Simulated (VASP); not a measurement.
Input of a VASP 6.6.1 run:

Contents of INCAR:

```
SYSTEM = Bi2Te3
PREC = Accurate
ENCUT = 520
EDIFF = 1E-7
ISMEAR = 0
SIGMA = 0.05
LREAL = Auto
LASPH = .TRUE.
NELM = 100
ALGO = Normal
ISIF = 2
LWAVE = .FALSE.
LCHARG = .FALSE.
GGA = PE
NBANDS = 85
```

Contents of KPOINTS:

```
regular mesh
0
G
  9 9 1
  0 0 0
```

File POSCAR:

```
Bi2Te3
1.0
   -4.4465493992      0.0000000000      0.0000000000
   -2.2232746996     -3.8508247389      0.0000000000
   -1.1118596773     -0.6419324840     32.1686732172
Bi Te
6 9
Direct
    0.5726660424      0.5726660424      0.5638909674
    0.9615660424     -0.0384339576      0.2305576341
    0.1837660424      0.1837660424      0.8972243008
    0.5383950676      0.5383950676      0.7694756992
    0.9272950676     -0.0727049324      0.4361423659
    0.3161950676      0.3161950676      0.1028090326
    0.6388805550      0.6388805550      0.1666833333
   -0.1389194450     -0.1389194450      0.8333500000
    0.2499805550      0.2499805550      0.5000166667
    0.6028678005      0.6028678005      0.3827166538
    0.9917678005      0.9917678005      0.0493833205
    0.2139678005      0.2139678005      0.7160499872
    0.5081933095      0.5081933095      0.9506500128
    0.8970933095     -0.1029066905      0.6173166795
    0.2859933095      0.2859933095      0.2839833462
```

Potentials or basis: VASP PAW PBE potentials, release 64 (Bi_d, Te).

Command:

```sh
$ cat potpaw_PBE.64/Bi_d/POTCAR potpaw_PBE.64/Te/POTCAR > POTCAR
$ mpirun -np 1 vasp_std > vasp.out
```

Q: What does it give for the band gap on the k mesh?

A: 0.52 eV.

Q: Predict the largest force.

A: 0.060 eV/Å.

Q: Estimate the pressure.

A: 0.0 GPa.

Stress tensor (GPa, compression positive):
```
-0.02 -0.05  0.02
-0.05  0.04  0.01
 0.02  0.01  0.12
```

Caveat: the cell differs from its parent crystal (the part above a cut slid along it); spin-orbit coupling is left out, which moves the levels of the heavy elements; this functional lacks dispersion, which binds layers or chains, so the pressure and a relaxed spacing across them are unreliable. A k mesh can miss the band edges.
